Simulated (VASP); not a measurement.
Write the native input for VASP 6.6.1 that does the following.

| Item | Value |
| --- | --- |
| Task | single point |
| Functional | PBE |
| Potentials or basis | VASP PAW PBE potentials, release 64 (H) |
| Cutoff | 500 eV |
| k mesh | 3 × 3 × 4, shifted |
| Occupations | gaussian, width 0.1 eV |
| Spin | collinear spin |
| Starting moments | [1.03, 1.03] μB |
| Dipole correction | no |
| Further INCAR settings | ALGO = Normal; EDIFF = 1e-06; NBANDS = 12; ISYM = 0 |

The structure of H lies in POSCAR:

```
H
1.0
    5.1702470185      0.0000000000      0.0000000000
   -2.5851235093      4.4775652619      0.0000000000
    0.0000000000      0.0000000000      3.8495250000
H
2
Direct
    0.3333333333      0.6666666667      0.2500000000
    0.6666666667      0.3333333333      0.7500000000
```

One way to write it, as run:

INCAR

```
  ALGO = Normal
  EDIFF = 1E-6
  ENCUT = 500
  GGA = PE
  GGA_COMPAT = F
  ISIF = 2
  ISMEAR = 0
  ISPIN = 2
  ISYM = 0
  LASPH = T
  LCHARG = F
  LORBIT = 11
  LREAL = F
  LWAVE = F
  MAGMOM = 1.03 1.03
  NBANDS = 12
  NELM = 200
  PREC = Accurate
  SIGMA = 0.1
```

KPOINTS

```
Automatic mesh
0
Gamma
  3 3 4
  0.5 0.5 0
```

Potentials or basis: VASP PAW PBE potentials, release 64 (H).

The run is started by

```console
$ cat potpaw_PBE.64/H/POTCAR > POTCAR
$ mpirun -np 1 vasp_std > vasp.out
```

Results of the run:

```
Pressure                                              : 0.1 GPa
Band gap on the k mesh                                : 6.91 eV (least direct gap 7.30 eV)
Net moment                                            : 2.00 μB per cell
Site moments                                          : H +0.38 μB
Valence electrons inside the program's atomic spheres : H 0.38
```

Caveat: the k points lie up to 0.47 Å⁻¹ apart; the atoms stand far beyond bonding distance; a shifted mesh leaves out Γ, where band edges can lie.

It took 3.3 min on 1 thread of Intel Xeon 8259CL, on a shared host, peak memory 0.26 GiB.
